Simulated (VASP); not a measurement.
Set up this calculation in VASP 6.6.1, as the native input.

| Property | Result |
| --- | --- |
| Task | relaxation of cell and atoms |
| Functional | PBE |
| Potentials or basis | VASP PAW PBE potentials, release 64 (K_sv, Mg, F) |
| Cutoff | 600 eV |
| k mesh | 6 × 6 × 6 |
| Occupations | fermi-dirac, width 0.02 eV |
| Spin | no spin polarisation |
| Dipole correction | no |
| Further INCAR settings | ALGO = Normal; EDIFF = 1e-06; IBRION = 2; EDIFFG = -0.005; NSW = 80; ISIF = 3 |

The structure of KMgF3 lies in POSCAR:

```
KMgF3
1.0
    3.6112692600      0.0000000000      0.0000000000
    0.0000000000      3.6112692600      0.0000000000
    0.0000000000      0.0000000000      3.6112692600
K Mg F
1 1 3
Direct
    0.0000000000      0.0000000000      0.0000000000
    0.5000000000      0.5000000000      0.5000000000
    0.5000000000      0.5000000000      0.0000000000
    0.5000000000      0.0000000000      0.5000000000
    0.0000000000      0.5000000000      0.5000000000
```

The input as run:

INCAR

```
SYSTEM = KMgF3
PREC = Accurate ; ENCUT = 600
EDIFF = 1E-6 ; ISMEAR = -1
SIGMA = 0.02 ; LREAL = .FALSE.
LASPH = .TRUE. ; NELM = 100
ALGO = Normal ; ISIF = 3
LWAVE = .FALSE. ; LCHARG = .FALSE.
GGA = PE ; IBRION = 2
NSW = 80 ; EDIFFG = -0.005
```

KPOINTS

```
regular mesh
0
G
  6 6 6
  0 0 0
```

Potentials or basis: VASP PAW PBE potentials, release 64 (K_sv, Mg, F).

The run is started by

```bash
$ cat potpaw_PBE.64/K_sv/POTCAR potpaw_PBE.64/Mg/POTCAR potpaw_PBE.64/F/POTCAR > POTCAR
$ mpirun -np 1 vasp_std > vasp.out
```

It gave:

The relaxed volume is 13.14 Å³/atom, the relaxed cell is a = 4.035 Å, b = 4.035 Å, c = 4.035 Å, α = 90.00°, β = 90.00°, γ = 90.00° and the space group after relaxing (to 0.1 Å) is Pm-3m (No. 221). The energy gained by relaxing is 433.7 meV/atom and the ionic steps are 4. The pressure after relaxing is 0.0 GPa and the band gap on the k mesh is 7.03 eV (least direct gap 7.36 eV).

Caveat: the volume moved by over 15 % at a fixed basis, so the end points are rough.

Run time: 110 s on 1 thread of Intel(R) Xeon(R) Platinum 8488C (Sapphire Rapids), with other jobs on the host, peak memory 0.18 GiB.
